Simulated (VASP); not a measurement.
# SrTe7 (R-3m) in VASP: notebook

Runs on SrTe7. Level: PBE. Tasks: relaxation of cell and atoms, single point.

Everything below comes from runs of VASP 6.6.1. Logs are shortened: lines on timing, memory, paths and dates and some standing lists are left out, and cuts for length are marked.

## Step 1: The cell of the first run

Symmetry: R-3m, No. 166, trigonal system. Conventional cell: a = 6.617 Å, b = 6.617 Å, c = 17.941 Å, α = 90.00°, β = 90.00°, γ = 120.00°. Within 5.0 Å of Sr (site symmetry -3m) lie 24 Te at 3.58 to 4.91 Å. Within 3.6 Å of Te (site symmetry m) lie 4 Te at 2.74 to 2.78 Å and 2 Sr at 3.58 Å. Te (site symmetry -3m) has 6 Te at 2.78 Å within 3.7 Å.

The cell was generated, and may not be a known phase.

## Step 2: Relaxation of cell and atoms, PBE

Contents of INCAR:

```
ALGO     = Normal         # electronic algorithm
EDIFF    = 1E-6           # SCF threshold, eV
EDIFFG   = -0.04          # ionic threshold
ENCUT    = 600            # plane-wave cutoff, eV
GGA      = PE             # functional
IBRION   = 2              # ionic algorithm
ISIF     = 3              # what is computed and relaxed
ISMEAR   = 0              # smearing method
LASPH    = True           # aspherical terms in the spheres
LCHARG   = False          # write CHGCAR
LREAL    = False          # projectors in reciprocal space
LWAVE    = False          # write WAVECAR
NELM     = 100            # most SCF steps
NSW      = 90             # ionic steps
PREC     = Accurate       # precision mode
SIGMA    = 0.1            # smearing width, eV
```

Contents of KPOINTS:

```
k-points
0
Gamma
  3 3 3
```

Contents of POSCAR:

```
SrTe7
1.0
    3.3086032500      1.9102229800      5.9804508500
   -3.3086032500      1.9102229800      5.9804508500
    0.0000000000     -3.8204459600      5.9804508500
Sr Te
1 7
Direct
    0.0000000000      0.0000000000      0.0000000000
    0.9825447100      0.3971602500      0.3971602500
    0.3971602500      0.9825447100      0.3971602500
    0.3971602500      0.3971602500      0.9825447100
    0.0174552900      0.6028397500      0.6028397500
    0.6028397500      0.0174552900      0.6028397500
    0.6028397500      0.6028397500      0.0174552900
    0.5000000000      0.5000000000      0.5000000000
```

Potentials or basis: VASP PAW PBE potentials, release 64 (Sr_sv, Te).

Launch:

```sh
> cat potpaw_PBE.64/Sr_sv/POTCAR potpaw_PBE.64/Te/POTCAR > POTCAR
> mpirun -np 1 vasp_std > vasp.out
```

OUTCAR:

```text
EDIFF = 1E-6
   EDIFFG = -0.04
   ENCUT = 600
   GGA = PE
   IBRION = 2
   ISIF = 3
   ISMEAR = 0
   LASPH = True
   LREAL = False
   NELM = 100
   NSW = 90
   PREC = Accurate

 ion  position               nearest neighbor table
   1  0.000  0.000  0.000-   7 3.58   7 3.58   4 3.58   4 3.58   2 3.58   5 3.58   3 3.58   6 3.58
                             5 3.58   6 3.58   2 3.58   3 3.58
   2  0.983  0.397  0.397-   3 2.74   4 2.74   5 2.75   8 2.78   1 3.58   1 3.58
   3  0.397  0.983  0.397-   2 2.74   4 2.74   6 2.75   8 2.78   1 3.58   1 3.58
   4  0.397  0.397  0.983-   2 2.74   3 2.74   7 2.75   8 2.78   1 3.58   1 3.58
   5  0.017  0.603  0.603-   6 2.74   7 2.74   2 2.75   8 2.78   1 3.58   1 3.58
   6  0.603  0.017  0.603-   5 2.74   7 2.74   3 2.75   8 2.78   1 3.58   1 3.58
   7  0.603  0.603  0.017-   5 2.74   6 2.74   4 2.75   8 2.78   1 3.58   1 3.58
   8  0.500  0.500  0.500-   2 2.78   3 2.78   5 2.78   6 2.78   4 2.78   7 2.78

  LATTYP: Found a trigonal (rhomboedric) cell.
 ALAT       =     7.0965907074
 COS(alpha) =     0.5652697468

  Lattice vectors:

 A1 = (   3.3086032500,   1.9102229800,   5.9804508500)
 A2 = (  -3.3086032500,   1.9102229800,   5.9804508500)
 A3 = (   0.0000000000,  -3.8204459600,   5.9804508500)

Analysis of symmetry for initial positions (statically):
=====================================================================
 Subroutine PRICEL returns:
 Original cell was already a primitive cell.

 Routine SETGRP: Setting up the symmetry group for a
 trigonal (rhombohedral) supercell.

 Subroutine GETGRP returns: Found 12 space group operations
 (whereof 12 operations were pure point group operations)
 out of a pool of 12 trial point group operations.

The static configuration has the point symmetry D_3d.

Analysis of symmetry for dynamics (positions and initial velocities):
=====================================================================
 Subroutine PRICEL returns:
 Original cell was already a primitive cell.

 Routine SETGRP: Setting up the symmetry group for a
 trigonal (rhombohedral) supercell.

 Subroutine GETGRP returns: Found 12 space group operations
 (whereof 12 operations were pure point group operations)
 out of a pool of 12 trial point group operations.

The dynamic configuration has the point symmetry D_3d.

 Subroutine INISYM returns: Found 12 space group operations
 (whereof 12 operations are pure point group operations),
 and found     1 'primitive' translations

----------------------------------------------------------------------------------------

                                     Primitive cell

  volume of cell :     226.7848

  direct lattice vectors                    reciprocal lattice vectors
     3.308603250  1.910222980  5.980450850     0.151121172  0.087249849  0.055737158
    -3.308603250  1.910222980  5.980450850    -0.151121172  0.087249849  0.055737158
     0.000000000 -3.820445960  5.980450850     0.000000000 -0.174499698  0.055737158

  length of vectors
     7.096590707  7.096590707  7.096590710     0.183185085  0.183185085  0.183185085

  position of ions in fractional coordinates (direct lattice)
     0.000000000  0.000000000  0.000000000
     0.982544710  0.397160250  0.397160250
     0.397160250  0.982544710  0.397160250
     0.397160250  0.397160250  0.982544710
     0.017455290  0.602839750  0.602839750
     0.602839750  0.017455290  0.602839750
     0.602839750  0.602839750  0.017455290
     0.500000000  0.500000000  0.500000000

  ion indices of the primitive-cell ions
   primitive index   ion index
                 1           1
                 2           2
                 3           3
                 4           4
                 5           5
                 6           6
                 7           7
                 8           8

----------------------------------------------------------------------------------------

 KPOINTS: k-points

Automatic generation of k-mesh.
 Grid dimensions read from file:
 generate k-points for:    3    3    3

 Generating k-lattice:

  Cartesian coordinates                     Fractional coordinates (reciprocal lattice)
     0.050373724  0.029083283  0.018579053     0.333333333 -0.000000000 -0.000000000
    -0.050373724  0.029083283  0.018579053    -0.000000000  0.333333333 -0.000000000
     0.000000000 -0.058166566  0.018579053    -0.000000000 -0.000000000  0.333333333

  Length of vectors
     0.061061695  0.061061695  0.061061695

  Shift w.r.t. Gamma in fractional coordinates (k-lattice)
     0.000000000  0.000000000  0.000000000

 Subroutine IBZKPT returns following result:
 ===========================================

 Found      6 irreducible k-points:

 Following reciprocal coordinates:
            Coordinates               Weight
  0.000000  0.000000  0.000000      1.000000
  0.333333  0.000000  0.000000      6.000000
  0.333333  0.333333  0.000000      6.000000
 -0.333333  0.333333  0.000000      6.000000
  0.333333  0.333333  0.333333      2.000000
 -0.333333  0.333333  0.333333      6.000000
   k-points           NKPTS =      6   k-points in BZ     NKDIM =      6   number of bands    NBANDS=     31
   number of dos      NEDOS =    301   number of ions     NIONS =      8
   total plane-waves  NPLWV = 216000
   dimension x,y,z NGX =    60 NGY =   60 NGZ =   60
   dimension x,y,z NGXF=   120 NGYF=  120 NGZF=  120
   ions per type =               1   7
   NGX,Y,Z   is equivalent  to a cutoff of  14.06, 14.06, 14.06 a.u.
   NGXF,Y,Z  is equivalent  to a cutoff of  28.11, 28.11, 28.11 a.u.
 SYSTEM =  unknown system
   PREC   = accura    normal or accurate (medium, high low for compatibility)
   ISTART =      0    job   : 0-new  1-cont  2-samecut
   ICHARG =      2    charge: 1-file 2-atom 10-const
   ISPIN  =      1    spin polarized calculation?
   LNONCOLLINEAR =      F non collinear calculations
   LSORBIT =      F    spin-orbit coupling
   LASPH  =      T    aspherical Exc in radial PAW
   ENCUT  =  600.0 eV  44.10 Ry    6.64 a.u.  14.17 14.17 14.17*2*pi/ulx,y,z
   NELM   =    100;   NELMIN=  2; NELMDL= -5     # of ELM steps
   EDIFF  = 0.1E-05   stopping-criterion for ELM
   LREAL  =      F    real-space projection
   EDIFFG = -.4E-01   stopping-criterion for IOM
   NSW    =     90    number of steps for IOM
   IBRION =      2    ionic relax: 0-MD 1-quasi-New 2-CG
   NFREE  =      1    steps in history (QN), initial steepest desc. (CG)
   ISIF   =      3    stress and relaxation
   ISYM   =      2    0-nonsym 1-usesym 2-fastsym
   POTIM  = 0.5000    time-step for ionic-motion
   TEBEG  =    0.0;   TEEND  =   0.0 temperature during run
   PSTRESS=    0.0 pullay stress
   NELECT =      52.0000    total number of electrons
   NUPDOWN=      -1.0000    fix difference up-down
   EMIN   =  10.00;   EMAX   =-10.00  energy-range for DOS
   EFERMI =   0.00;   METHOD = LEGACY
   ISMEAR =     0;   SIGMA  =   0.10  broadening in eV -4-tet -1-fermi 0-gaus
   EFERMI_NEDOS =   21; number of points for ismear=-14 and -15
   IALGO  =     38    algorithm
   IMIX   =      4    mixing-type and parameters
     AMIX     =   0.40;   BMIX     =  1.00
     AMIX_MAG =   1.60;   BMIX_MAG =  1.00
  volume/ion in A,a.u.               =      28.35       191.30
  Fermi-wavevector in a.u.,A,eV,Ry     =   1.002008  1.893521 13.660529  1.004021
  Thomas-Fermi vector in A             =   2.134467
   LORBIT       =      0    0 simple, 1 ext, 2 COOP (PROOUT), +10 PAW based schemes
   GGA     = PE    functional components
   LHFCALC =     F    Hartree Fock is set to
   AEXX    =    0.0000 exact exchange contribution
   IVDW    =     0    specifies the selected vdW correction
   LEPSILON=     F    determine dielectric tensor
   LRPA    =     F    only Hartree local field effects (RPA)
 conjugate gradient relaxation of ions
 non-spin polarized calculation
 Gauss-broadening in eV      SIGMA  =   0.10
  energy-cutoff  :      600.00
  volume of cell :      226.78
 maximum number of plane-waves:      7578
 NGX is ok and might be reduce to    60
   NGX = 29   NGY = 29   NGZ = 29

--------------------------------------- Ionic step        1  -------------------------------------------

 number of electron      51.9999999 magnetization

 Free energy of the ion-electron system (eV)
  ---------------------------------------------------
  ext. energy  EPLUGINS =         0.00000000
  ---------------------------------------------------
  free energy    TOTEN  =       -18.00490449 eV

  energy without entropy =      -17.96673251  energy(sigma->0) =      -17.98581850

 E-fermi :   8.2172     XC(G=0):  -9.7263

 val. band max:        8.2158616734   @ k =   0.3333   0.3333   0.0000
 cond. band min:       8.3966537857   @ k =   0.0000   0.0000   0.0000
 fundamental gap:      0.1807921123
 Fermi energy:         8.2172371806

 k-point     1 :       0.0000    0.0000    0.0000
  band No.  band energies     occupation
      1     -28.2533      2.00000
      2     -10.2838      2.00000
      3     -10.2696      2.00000
      4     -10.2696      2.00000
      5      -7.6818      2.00000
      6      -5.4638      2.00000
[... 312 lines left out ...]
  FREE ENERGIE OF THE ION-ELECTRON SYSTEM (eV)
  ---------------------------------------------------
  free  energy   TOTEN  =       -23.5302154640 eV

  energy  without entropy=      -23.5013504802  energy(sigma->0) =      -23.51578297

[... ionic steps 4 to 32 ...]

--------------------------------------- Ionic step       33  -------------------------------------------

 number of electron      51.9999997 magnetization

------------------------ aborting loop because EDIFF is reached ----------------------------------------

  FORCE on cell =-STRESS in cart. coord.  units (eV):
  Direction    XX          YY          ZZ          XY          YZ          ZX
  --------------------------------------------------------------------------------------
  -------------------------------------------------------------------------------------
  Total       -0.0736916     -0.0736916     -0.2495831     -0.0000000     -0.0000000      0.0000000
  in kB       -0.3651649     -0.3651649     -1.2367614     -0.0000000     -0.0000000      0.0000000
  external PRESSURE =      -0.6556971 kB  Pullay stress =       0.0000000 kB
[... 69 lines left out ...]
  energy  without entropy=      -25.0285799116  energy(sigma->0) =      -25.05197372

--------------------------------------- Ionic step       35  -------------------------------------------

 number of electron      51.9999998 magnetization

 Free energy of the ion-electron system (eV)
  ---------------------------------------------------
  ext. energy  EPLUGINS =         0.00000000
  ---------------------------------------------------
  free energy    TOTEN  =       -25.07615289 eV

  energy without entropy =      -25.03005575  energy(sigma->0) =      -25.05310432

 E-fermi :   3.9893     XC(G=0):  -7.9767

 val. band max:        3.9668847505   @ k =   0.3333   0.3333   0.0000
 cond. band min:       4.0388520564   @ k =   0.3333   0.3333   0.0000
 fundamental gap:      0.0719673059
 Fermi energy:         3.9892937387

 k-point     1 :       0.0000    0.0000    0.0000
  band No.  band energies     occupation
      1     -32.3080      2.00000
      2     -14.3341      2.00000
      3     -14.2564      2.00000
      4     -14.2564      2.00000
      5      -9.0930      2.00000
      6      -7.7195      2.00000
[... 228 lines left out ...]
  FREE ENERGIE OF THE ION-ELECTRON SYSTEM (eV)
  ---------------------------------------------------
  free  energy   TOTEN  =       -25.0761528904 eV

  energy  without entropy=      -25.0300557530  energy(sigma->0) =      -25.05310432

 reached required accuracy - stopping structural energy minimisation
```

Wall time 20 min (1 thread of Intel Xeon 6975P-C (Granite Rapids), shared host); peak memory 0.54 GiB.

What came out:

```
Free energy                           : -25.0762 eV
Relaxed volume                        : 40.39 Å³/atom
Relaxed cell                          : a = 9.202 Å, b = 9.202 Å, c = 9.202 Å, α = 42.59°, β = 42.59°, γ = 42.59°
Space group after relaxing (to 0.1 Å) : R-3m (No. 166)
Energy gained by relaxing             : 883.9 meV/atom
Ionic steps                           : 35
Pressure after relaxing               : 0.0 GPa
Largest force after relaxing          : 0.025 eV/Å
Band gap on the k mesh                : zero (bands 26 and 27 overlap by 1.71 eV)
```

Forces on the atoms (eV/Å):
```
Sr   0.000  0.000  0.000
Te   0.021  0.012  0.005
Te  -0.021  0.012  0.005
Te   0.000 -0.025  0.005
Te  -0.021 -0.012 -0.005
Te   0.021 -0.012 -0.005
Te   0.000  0.025 -0.005
Te   0.000  0.000  0.000
```

The path:
```
step  energy change (eV)  largest force (eV/Å)  pressure (GPa)  volume (Å³)
   1              0.0000                3.0191           24.14       226.78
   2             -4.0795                0.6088           -4.45       397.80
   3             -5.5253                0.4123           -0.13       315.59
   4             -5.5246                0.4135           -0.33       317.57
   5             -5.5946                0.4635           -0.20       316.38
   6             -5.7936                0.4446            0.20       312.63
   7             -6.0927                0.4970            1.32       304.44
   8             -5.4668                2.1274            6.86       285.52
   9             -6.1716                0.5148            1.81       301.42
  10             -6.1622                0.8374            2.81       297.00
  11             -6.1827                0.6626            2.31       299.06
  12             -6.2074                0.6829            2.27       299.52
  13             -6.2759                0.7494            2.17       300.87
  14             -6.3951                0.8581            2.04       303.39
  15             -6.5317                1.0983            1.99       307.78
  16             -6.6451                0.9452            1.27       312.10
  17             -6.8126                0.5772           -0.54       325.24
  18             -6.8187                0.5197           -0.85       327.95
  19             -6.8606                0.4723           -0.70       325.73
  20             -6.9519                0.3173           -0.17       319.13
  21             -6.9382                0.2836            1.36       306.20
  22             -6.9819                0.1992            0.40       313.58
  23             -6.9822                0.1905            0.48       312.92
  24             -7.0007                0.1753            0.23       315.22
  25             -7.0106                0.1983           -0.11       318.68
  26             -7.0216                0.1667           -0.04       318.58
  27             -7.0446                0.0811            0.19       318.25
  28             -7.0215                0.2474            0.89       317.59
  29             -7.0498                0.0399            0.31       318.10
  30             -7.0600                0.0471            0.14       320.08
  31             -7.0670                0.0857           -0.23       324.86
  32             -7.0677                0.0744           -0.15       323.77
  33             -7.0697                0.0615           -0.07       323.33
  34             -7.0705                0.0522            0.03       322.89
  35             -7.0712                0.0253            0.02       323.09
```

Final structure:
```cif
data_structure
_symmetry_space_group_name_H-M 'P 1'
_symmetry_Int_Tables_number 1
_cell_length_a 9.2017
_cell_length_b 9.2017
_cell_length_c 9.2017
_cell_angle_alpha 42.585
_cell_angle_beta 42.585
_cell_angle_gamma 42.585
_cell_volume 323.09
loop_
_atom_site_label
_atom_site_type_symbol
_atom_site_fract_x
_atom_site_fract_y
_atom_site_fract_z
_atom_site_occupancy
Sr1 Sr 0.00000 0.00000 0.00000 1
Te1 Te 0.93266 0.44316 0.44316 1
Te2 Te 0.44316 0.93266 0.44316 1
Te3 Te 0.44316 0.44316 0.93266 1
Te4 Te 0.06734 0.55684 0.55684 1
Te5 Te 0.55684 0.06734 0.55684 1
Te6 Te 0.55684 0.55684 0.06734 1
Te7 Te 0.50000 0.50000 0.50000 1
```

Levels at points of the mesh, in eV from the Fermi level:
| k point | band 23 | band 24 | band 25 | band 26 | band 27 | band 28 | band 29 | band 30 |
| --- | --- | --- | --- | --- | --- | --- | --- | --- |
| (0.00, 0.00, 0.00) | -1.75 | 0.37 | 1.22 | 1.45 | 1.45 | 1.47 | 1.49 | 2.20 |

Caveat: the k points lie up to 0.37 Å⁻¹ apart in the final cell, too coarse for converged energies and pressures of a metal; the volume moved by over 15 % at a fixed basis, so the end points are rough; spin-orbit coupling is left out, which moves the levels of the heavy elements.

## Step 3: Single point, PBE

This run uses another cell than the first one, of 39.28 Å³/atom.

Contents of INCAR:

```
SYSTEM = SrTe7
PREC = Accurate
ENCUT = 520
EDIFF = 1E-6
ISMEAR = 0
SIGMA = 0.1
LREAL = .False.
LASPH = .True.
NELM = 80
ALGO = Normal
ISIF = 2
LWAVE = .False.
LCHARG = .False.
GGA = PE
NBANDS = 36
```

Contents of KPOINTS:

```
regular mesh
0
Gamma
  6 6 6
  0 0 0
```

Contents of POSCAR:

```
SrTe7
1.0
    3.2501167864      1.8764558015      8.5873686120
   -3.2501167864      1.8764558015      8.5873686120
    0.0000000000     -3.7529116030      8.5873686120
Sr Te
1 7
Direct
    0.0000000000      0.0000000000      0.0000000000
    0.9339216726      0.4311836809      0.4311836809
    0.4311836809      0.9339216726      0.4311836809
    0.4311836809      0.4311836809      0.9339216726
    0.0660783274      0.5688163191      0.5688163191
    0.5688163191      0.0660783274      0.5688163191
    0.5688163191      0.5688163191      0.0660783274
    0.5000000000      0.5000000000      0.5000000000
```

Potentials or basis: VASP PAW PBE potentials, release 64 (Sr_sv, Te).

Launch:

```sh
> cat potpaw_PBE.64/Sr_sv/POTCAR potpaw_PBE.64/Te/POTCAR > POTCAR
> mpirun -np 1 vasp_std > vasp.out
```

Run time: 7.8 min. Hardware: 1 thread of Intel Xeon 6975P-C (Granite Rapids), shared host; peak memory 0.86 GiB.

It converged, with:

| Quantity | Value |
| --- | --- |
| Free energy | -25.3474 eV |
| Pressure | 0.0 GPa |
| Largest force | 0.005 eV/Å |
| Band gap on the k mesh | zero (bands 26 and 27 overlap by 2.10 eV) |

Forces on the atoms (eV/Å):
```
Sr   0.000  0.000  0.000
Te   0.000  0.000 -0.005
Te   0.000  0.000 -0.005
Te   0.000  0.000 -0.005
Te   0.000  0.000  0.005
Te   0.000  0.000  0.005
Te   0.000  0.000  0.005
Te   0.000  0.000  0.000
```

Levels at points of the mesh, in eV from the Fermi level:
```
           k point  band 25  band 26  band 27  band 28  band 29  band 30
(0.00, 0.00, 0.00)     1.05     1.19     1.58     1.63     1.63     2.27
(0.50, 0.00, 0.00)    -1.75    -1.35    -0.35     0.03     1.53     1.55
(0.50, 0.50, 0.00)    -1.41    -0.78    -0.04     0.03     0.21     1.79
(0.50, 0.50, 0.50)    -0.04     0.09     1.07     1.34     1.55     2.15
```

Caveat: spin-orbit coupling is left out, which moves the levels of the heavy elements.

The gap in the log of VASP goes by the Fermi energy; the results here count the filled bands.